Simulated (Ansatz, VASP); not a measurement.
**Two plane-wave programs on BiTe**

Contents of POSCAR:

```
BiTe
1.0
    0.0000000000      3.3376445033      3.3376445033
    3.3376445033      0.0000000000      3.3376445033
    3.3376445033      3.3376445033      0.0000000000
Bi Te
1 1
Direct
    0.0000000000      0.0000000000      0.0000000000
    0.5000000000      0.5000000000      0.5000000000
```

The input INCAR.step1:

```
ALGO = Normal
EDIFF = 1E-4
ENCUT = 520
GGA = PE
ISMEAR = 0
LASPH = T
LCHARG = F
LREAL = F
LWAVE = T
NBANDS = 18
NELM = 100
PREC = Accurate
SIGMA = 0.1
```

Contents of INCAR.step2:

```
ALGO = Normal
EDIFF = 1E-6
ENCUT = 520
ISIF = 2
ISMEAR = 0
ISTART = 1
LASPH = T
LCHARG = F
LMIXTAU = T
LREAL = F
LWAVE = F
METAGGA = R2SCAN
NBANDS = 18
NELM = 100
PREC = Accurate
SIGMA = 0.1
```

Contents of KPOINTS:

```
k-points
0
Gamma
  12 12 12
```

Input for Ansatz:

```yaml
crystal:
  lattice:
    - [0.0, 3.3376445033, 3.3376445033]
    - [3.3376445033, 0.0, 3.3376445033]
    - [3.3376445033, 3.3376445033, 0.0]
  atoms:
    - { symbol: Bi, position: [0.0, 0.0, 0.0] }
    - { symbol: Te, position: [0.5, 0.5, 0.5] }
basis:
  ecutwfc: 500
kpoints:
  mp_grid: { grid: [12, 12, 12] }
hamiltonian:
  xc: r2scan
scf:
  occupations: { method: gaussian, width: 0.1 }
output:
  forces: true
  stress: true
  eigenvalues: true
```

Alike in both runs: task single point; functional r2SCAN; k mesh 12 × 12 × 12; occupations gaussian, width 0.1 eV; no spin polarisation.

|  | VASP | Ansatz |
| --- | --- | --- |
| version | VASP 6.6.1 | Ansatz 0.2.0 |
| potentials or method | VASP PAW PBE potentials, release 64 (Bi_d, Te), cutoff 520 eV | scalar-relativistic, plane waves, PAW |
| valence electrons in the cell | 21 | 31 |

|  | VASP | Ansatz | Ansatz less VASP |
| --- | --- | --- | --- |
| gap on the k mesh at the Fermi level (eV) | none | none | - |
| pressure (GPa) | -3.9 | -3.9 | +0.04 |

VASP's potentials were made for PBE, not for r2SCAN. A gap of «none» marks a metal or a gap that the smearing closes. VASP's potentials hold 21 valence electrons a cell and Ansatz's 31, so a difference there can come from the potentials and not from the codes.

Neither program's run includes spin-orbit coupling.
